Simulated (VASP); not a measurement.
Crystal: BeH.

```
CELL_PARAMETERS angstrom
2.26018 0.00000 0.00000
-1.13009 1.95737 0.00000
0.00000 0.00000 3.57313
ATOMIC_POSITIONS crystal
Be 0.33333 0.66667 0.25000
Be 0.66667 0.33333 0.75000
H 0.66667 0.33333 0.25000
H 0.33333 0.66667 0.75000
```

* Program: VASP 6.6.1
* Task: relaxation of cell and atoms
* Functional: PBE
* Potentials or basis: VASP PAW PBE potentials, release 64 (Be, H)
* Cutoff: 600 eV
* k mesh: 12 × 12 × 6
* Occupations: gaussian, width 0.1 eV
* Spin: no spin polarisation

At the start: pressure 90.6 GPa; volume 3.95 Å³/atom.

Task: How do energy, volume and symmetry change on relaxing?

Result: Over 7 steps the energy falls by 507.2 meV/atom and the volume is 6.15 Å³/atom (+55.5 %); space group P6_3/mmc (No. 194, to 0.1 Å) before and after.

The path:
```
step  energy change (eV)  largest force (eV/Å)  pressure (GPa)  volume (Å³)
   1              0.0000                0.0000           90.57        15.81
   2             -1.8548                0.0000           16.81        21.45
   3             -2.0103                0.0000            4.32        23.61
   4             -2.0267                0.0000            0.25        24.56
   5             -2.0270                0.0000           -0.50        24.76
   6             -2.0278                0.0000           -0.37        24.71
   7             -2.0287                0.0000           -0.03        24.58
```

Final structure:
```
Be H
1.0
     2.72902    0.00000    0.00000
    -1.36451    2.36340    0.00000
     0.00000    0.00000    3.81149
Be H
2 2
Direct
  0.33333 0.66667 0.25000
  0.66667 0.33333 0.75000
  0.66667 0.33333 0.25000
  0.33333 0.66667 0.75000
```

Caveat: the volume moved by over 15 % at a fixed basis, so the end points are rough.
